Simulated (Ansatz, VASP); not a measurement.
# One calculation of TlBr, two programs

```xyz
2
Lattice="3.5976 0.0000 0.0000 0.0000 3.5976 0.0000 0.0000 0.0000 3.5976" Properties=species:S:1:pos:R:3 pbc="T T T"
Tl    0.0000    0.0000    0.0000
Br    1.7988    1.7988    1.7988
```

Change from the starting cell: volume scaled by 0.7, LAPW.

Alike in both runs: task single point; functional PBE; k mesh 12 × 12 × 12; occupations fermi-dirac, width 0.08 eV; no spin polarisation.

|  | VASP | Ansatz |
| --- | --- | --- |
| version | VASP 6.6.1 | Ansatz 0.2.0 |
| potentials or method | VASP PAW PBE potentials, release 64 (Tl_d, Br), cutoff 500 eV | all-electron LAPW, scalar-relativistic |

Ansatz gave:

* pressure (GPa): 17.6

**Question.** Estimate VASP's values.

**Answer.** Pressure (GPa): 17.5.

Ansatz ran all-electron here, and VASP with PAW potentials.

Spin-orbit coupling is off throughout.
